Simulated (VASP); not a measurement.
Crystal: C.

```
CELL_PARAMETERS angstrom
2.45591 0.00000 0.00000
-1.22796 2.12688 0.00000
0.00000 0.00000 7.01063
ATOMIC_POSITIONS crystal
C 0.00000 0.00000 0.25000
C 0.00000 0.00000 0.75000
C 0.33333 0.66667 0.25000
C 0.66667 0.33333 0.75000
```

Program: VASP 6.6.1. Alike in all runs: task single point; level r2SCAN; potentials or basis VASP PAW PBE potentials, release 64 (C); no spin polarisation; cell as given; cutoff (eV) 520. Hardware: 1 thread of Intel(R) Xeon(R) 6975P-C (Granite Rapids), with other jobs on the host.

Problem. Order these runs on this cell by their wall time, lowest first.
A. k mesh 2 × 2 × 1; smearing fermi-dirac 0.05 eV
B. k mesh 15 × 15 × 5; smearing fermi-dirac 0.01 eV
C. k mesh 9 × 9 × 3; smearing fermi-dirac 0.05 eV

Solution. A (8.4 s), C (23 s), B (63 s).

Caveats: some runs use coarse meshes.
